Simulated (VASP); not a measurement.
# Pt in VASP: further runs, part 2 of 2

VASP 6.6.1.

## (3) Single point, PBEsol (engineering shear strain xz -0.0750, engineering shear strain yz +0.0000)

INCAR reads:

```
ALGO = Fast
EDIFF = 1E-6
ENCUT = 520
GGA = PS
ISIF = 2
ISMEAR = 0
LASPH = T
LCHARG = F
LREAL = F
LWAVE = F
NBANDS = 11
NELM = 100
PREC = Accurate
SIGMA = 0.15
```

KPOINTS reads:

```
k-points
0
Gamma
  20 20 20
```

POSCAR reads:

```
Pt
1.0
   -1.6189588721      1.5604422864      1.6189588721
    1.5019257007     -1.5604422864      1.5019257007
    1.6189588721      1.5604422864     -1.6189588721
Pt
1
Direct
    0.0000000000      0.0000000000      0.0000000000
```

Potentials or basis: VASP PAW PBE potentials, release 64 (Pt).

Launch:

```sh
cat potpaw_PBE.64/Pt/POTCAR > POTCAR
mpirun -np 1 vasp_std > vasp.out
```

OUTCAR:

```text
EDIFF = 1E-6
   ENCUT = 520
   GGA = PS
   ISIF = 2
   ISMEAR = 0
   LASPH = T
   LREAL = F
   NELM = 100
   PREC = Accurate

 ion  position               nearest neighbor table
   1  0.000  0.000  0.000-

  LATTYP: Found a face centered orthorhombic cell.
 ALAT       =     3.1208845728
 B/A-ratio  =     1.3611805538
 C/A-ratio  =     1.4672465709

  Lattice vectors:

 A1 = (   3.1208845728,   0.0000000000,  -0.1170331714)
 A2 = (   1.6189588721,   1.5604422864,  -1.6189588721)
 A3 = (   1.5019257007,   1.5604422864,   1.5019257007)

Analysis of symmetry for initial positions (statically):
=====================================================================
 Subroutine PRICEL returns:
 Original cell was already a primitive cell.

 Routine SETGRP: Setting up the symmetry group for a
 face centered orthorhombic supercell.

 Subroutine GETGRP returns: Found  8 space group operations
 (whereof  8 operations were pure point group operations)
 out of a pool of  8 trial point group operations.

The static configuration has the point symmetry D_2h.

Analysis of symmetry for dynamics (positions and initial velocities):
=====================================================================
 Subroutine PRICEL returns:
 Original cell was already a primitive cell.

 Routine SETGRP: Setting up the symmetry group for a
 face centered orthorhombic supercell.

 Subroutine GETGRP returns: Found  8 space group operations
 (whereof  8 operations were pure point group operations)
 out of a pool of  8 trial point group operations.

The dynamic configuration has the point symmetry D_2h.

 Subroutine INISYM returns: Found  8 space group operations
 (whereof  8 operations are pure point group operations),
 and found     1 'primitive' translations

----------------------------------------------------------------------------------------

                                     Primitive cell

  volume of cell :      15.1772

  direct lattice vectors                    reciprocal lattice vectors
    -1.618958872  1.560442286  1.618958872     0.012032745  0.320421975  0.320873203
     1.501925701 -1.560442286  1.501925701     0.332905949  0.000000000  0.332905949
     1.618958872  1.560442286 -1.618958872     0.320873203  0.320421975  0.012032745

  length of vectors
     2.770746432  2.635629289  2.770746432     0.453623899  0.470800107  0.453623899

  position of ions in fractional coordinates (direct lattice)
     0.000000000  0.000000000  0.000000000

  ion indices of the primitive-cell ions
   primitive index   ion index
                 1           1

----------------------------------------------------------------------------------------

 KPOINTS: k-points

Automatic generation of k-mesh.
 Grid dimensions read from file:
 generate k-points for:   20   20   20

 Generating k-lattice:

  Cartesian coordinates                     Fractional coordinates (reciprocal lattice)
     0.000601637  0.016021099  0.016043660     0.050000000 -0.000000000  0.000000000
     0.016645297  0.000000000  0.016645297     0.000000000  0.050000000  0.000000000
     0.016043660  0.016021099  0.000601637     0.000000000 -0.000000000  0.050000000

  Length of vectors
     0.022681195  0.023540005  0.022681195

  Shift w.r.t. Gamma in fractional coordinates (k-lattice)
     0.000000000  0.000000000  0.000000000

 Subroutine IBZKPT returns following result:
 ===========================================

 Found   1166 irreducible k-points:

 Following reciprocal coordinates:
            Coordinates               Weight
  0.000000  0.000000  0.000000      1.000000
  0.050000  0.000000  0.000000      8.000000
  0.100000 -0.000000  0.000000      8.000000
  0.150000  0.000000 -0.000000      8.000000
  0.200000 -0.000000  0.000000      8.000000
  0.250000  0.000000  0.000000      8.000000
[... 16 lines left out ...]
 -0.450000  0.050000  0.000000      8.000000
 -0.400000  0.050000  0.000000      8.000000
 [... further k-points ...]
   k-points           NKPTS =   1166   k-points in BZ     NKDIM =   1166   number of bands    NBANDS=     11
   number of dos      NEDOS =    301   number of ions     NIONS =      1
   total plane-waves  NPLWV =  11520
   dimension x,y,z NGX =    24 NGY =   20 NGZ =   24
   dimension x,y,z NGXF=    48 NGYF=   40 NGZF=   48
   ions per type =               1
   NGX,Y,Z   is equivalent  to a cutoff of  14.40, 12.62, 14.40 a.u.
   NGXF,Y,Z  is equivalent  to a cutoff of  28.80, 25.23, 28.80 a.u.
 SYSTEM =  unknown system
   PREC   = accura    normal or accurate (medium, high low for compatibility)
   ISTART =      0    job   : 0-new  1-cont  2-samecut
   ICHARG =      2    charge: 1-file 2-atom 10-const
   ISPIN  =      1    spin polarized calculation?
   LNONCOLLINEAR =      F non collinear calculations
   LSORBIT =      F    spin-orbit coupling
   LASPH  =      T    aspherical Exc in radial PAW
   ENCUT  =  520.0 eV  38.22 Ry    6.18 a.u.   5.15  4.90  5.15*2*pi/ulx,y,z
   NELM   =    100;   NELMIN=  2; NELMDL= -5     # of ELM steps
   EDIFF  = 0.1E-05   stopping-criterion for ELM
   LREAL  =      F    real-space projection
   EDIFFG = 0.1E-04   stopping-criterion for IOM
   NSW    =      0    number of steps for IOM
   IBRION =     -1    ionic relax: 0-MD 1-quasi-New 2-CG
   NFREE  =      0    steps in history (QN), initial steepest desc. (CG)
   ISIF   =      2    stress and relaxation
   ISYM   =      2    0-nonsym 1-usesym 2-fastsym
   POTIM  = 0.5000    time-step for ionic-motion
   TEBEG  =    0.0;   TEEND  =   0.0 temperature during run
   PSTRESS=    0.0 pullay stress
   NELECT =      10.0000    total number of electrons
   NUPDOWN=      -1.0000    fix difference up-down
   EMIN   =  10.00;   EMAX   =-10.00  energy-range for DOS
   EFERMI =   0.00;   METHOD = LEGACY
   ISMEAR =     0;   SIGMA  =   0.15  broadening in eV -4-tet -1-fermi 0-gaus
   EFERMI_NEDOS =   21; number of points for ismear=-14 and -15
   IALGO  =     68    algorithm
   IMIX   =      4    mixing-type and parameters
     AMIX     =   0.40;   BMIX     =  1.00
     AMIX_MAG =   1.60;   BMIX_MAG =  1.00
  volume/ion in A,a.u.               =      15.18       102.42
  Fermi-wavevector in a.u.,A,eV,Ry     =   1.424549  2.692008 27.610860  2.029341
  Thomas-Fermi vector in A             =   2.545028
   LORBIT       =      0    0 simple, 1 ext, 2 COOP (PROOUT), +10 PAW based schemes
   GGA     = PS    functional components
   LHFCALC =     F    Hartree Fock is set to
   AEXX    =    0.0000 exact exchange contribution
   IVDW    =     0    specifies the selected vdW correction
   LEPSILON=     F    determine dielectric tensor
   LRPA    =     F    only Hartree local field effects (RPA)
 non-spin polarized calculation
 RMM-DIIS sequential band-by-band and
 Gauss-broadening in eV      SIGMA  =   0.15
  energy-cutoff  :      520.00
  volume of cell :       15.18
 maximum number of plane-waves:       422
 NGX is ok and might be reduce to    24
   NGX = 11   NGY =  9   NGZ = 11

 number of electron      10.0000001 magnetization

 Free energy of the ion-electron system (eV)
  ---------------------------------------------------
  ext. energy  EPLUGINS =         0.00000000
  ---------------------------------------------------
  free energy    TOTEN  =        -6.81224728 eV

  energy without entropy =       -6.80207110  energy(sigma->0) =       -6.80715919

 E-fermi :  10.7198     XC(G=0): -13.5783

 val. band max:       10.7187046904   @ k =   0.5000   0.4000   0.5000
 cond. band min:      10.7241709805   @ k =   0.4500  -0.3500   0.2500
 fundamental gap:      0.0054662901
 Fermi energy:        10.7198134246

 k-point     1 :       0.0000    0.0000    0.0000
  band No.  band energies     occupation
      1       0.7629      2.00000
      2       6.4668      2.00000
      3       6.9436      2.00000
      4       7.6008      2.00000
      5       9.7317      2.00000
      6       9.8339      2.00000
      7      27.1016      0.00000
      8      27.8562      0.00000
      9      28.4646      0.00000
     10      38.0650      0.00000
     11      38.4111      0.00000
[... 309 lines left out ...]
 k-point    24 :      -0.4000    0.0500    0.0000
  band No.  band energies     occupation
      1       3.8357      2.00000
      2       5.7119      2.00000
      3       8.3968      2.00000
      4       9.5231      2.00000
      5      10.0415      2.00000
      6      11.0365      0.00283
      7      20.4988      0.00000
      8      24.7668      0.00000
      9      28.4488      0.00000
     10      34.1711      0.00000
     11      35.6581      0.00000

 [... further k-points ...]

------------------------ aborting loop because EDIFF is reached ----------------------------------------

  FORCE on cell =-STRESS in cart. coord.  units (eV):
  Direction    XX          YY          ZZ          XY          YZ          ZX
  --------------------------------------------------------------------------------------
  -------------------------------------------------------------------------------------
  Total        0.1470043      0.2623012      0.1470043     -0.0000000      0.0000000      1.2670183
  in kB       15.5184607     27.6897459     15.5184607     -0.0000000      0.0000000    133.7523735
  external PRESSURE =      19.5755558 kB  Pullay stress =       0.0000000 kB

 VOLUME and BASIS-vectors are now :
 -----------------------------------------------------------------------------
  energy-cutoff  :      520.00
  volume of cell :       15.18
      direct lattice vectors                 reciprocal lattice vectors
    -1.618958872  1.560442286  1.618958872     0.012032745  0.320421975  0.320873203
     1.501925701 -1.560442286  1.501925701     0.332905949  0.000000000  0.332905949
     1.618958872  1.560442286 -1.618958872     0.320873203  0.320421975  0.012032745

 POSITION                                       TOTAL-FORCE (eV/Angst)
 -----------------------------------------------------------------------------------
      0.00000      0.00000      0.00000         0.000000      0.000000     -0.000000
 -----------------------------------------------------------------------------------
    total drift:                                0.000000     -0.000000      0.000000

  FREE ENERGIE OF THE ION-ELECTRON SYSTEM (eV)
  ---------------------------------------------------
  free  energy   TOTEN  =        -6.8122472832 eV

  energy  without entropy=       -6.8020711040  energy(sigma->0) =       -6.80715919
```

OSZICAR:

```text
N       E                     dE             d eps       ncg     rms          rms(c)
DAV:   1     0.391983746517E+02    0.39198E+02   -0.53583E+03 26132   0.844E+02
DAV:   2    -0.660826625645E+01   -0.45807E+02   -0.43956E+02 29372   0.177E+02
DAV:   3    -0.723177053611E+01   -0.62350E+00   -0.62070E+00 30090   0.196E+01
DAV:   4    -0.723417143112E+01   -0.24009E-02   -0.24007E-02 29635   0.143E+00
DAV:   5    -0.723419010155E+01   -0.18670E-04   -0.18671E-04 30368   0.116E-01    0.128E+01
RMM:   6    -0.685777885082E+01    0.37641E+00   -0.35908E-01 25751   0.506E+00    0.663E+00
RMM:   7    -0.681617759132E+01    0.41601E-01   -0.70150E-02 27026   0.238E+00    0.244E+00
RMM:   8    -0.681255653749E+01    0.36211E-02   -0.87043E-03 27943   0.843E-01    0.610E-01
RMM:   9    -0.681223158780E+01    0.32495E-03   -0.94604E-04 29998   0.266E-01    0.500E-02
RMM:  10    -0.681224662706E+01   -0.15039E-04   -0.14109E-04 30070   0.912E-02    0.546E-02
RMM:  11    -0.681224786976E+01   -0.12427E-05   -0.18665E-05 30667   0.305E-02    0.243E-02
RMM:  12    -0.681224728319E+01    0.58658E-06   -0.79495E-06 28894   0.222E-02
   1 F= -.68122473E+01 E0= -.68071592E+01  d E =-.101762E-01
```

Wall time 1.7 min (1 thread of Intel Xeon Platinum 8375C at 2.90GHz (Ice Lake), shared host); peak memory 0.3 GiB.

Results:

| Property | Result |
| --- | --- |
| Free energy | -6.8122 eV |
| Pressure | 2.0 GPa |
| Band gap on the k mesh | zero (bands 5 and 6 overlap by 2.68 eV) |

Levels at points of the mesh, in eV from the Fermi level:
| k point | band 1 | band 2 | band 3 | band 4 | band 5 | band 6 | band 7 | band 8 | band 9 | band 10 |
| --- | --- | --- | --- | --- | --- | --- | --- | --- | --- | --- |
| (0.00, 0.00, 0.00) | -9.96 | -4.25 | -3.78 | -3.12 | -0.99 | -0.89 | 16.38 | 17.14 | 17.74 | 27.35 |
| (0.50, 0.00, 0.00) | -6.96 | -5.24 | -1.16 | -0.66 | 0.12 | 1.12 | 6.73 | 13.02 | 16.51 | 24.27 |
| (0.00, 0.50, 0.00) | -6.87 | -4.98 | -1.44 | -1.07 | 0.70 | 1.55 | 7.65 | 12.81 | 15.67 | 23.02 |
| (0.50, 0.00, 0.50) | -7.11 | -5.48 | -0.86 | -0.41 | -0.29 | 0.89 | 5.72 | 13.79 | 16.72 | 25.59 |
| (0.50, 0.50, 0.50) | -6.50 | -6.43 | 0.09 | 0.57 | 1.16 | 7.72 | 7.73 | 7.86 | 13.48 | 19.62 |

Caveat: the cell differs from its parent crystal (engineering shear strain xz -0.0750, engineering shear strain yz +0.0000); the PAW data sets were made with another functional, which shifts forces and pressure a little; spin-orbit coupling is left out, which moves the levels of the heavy elements.
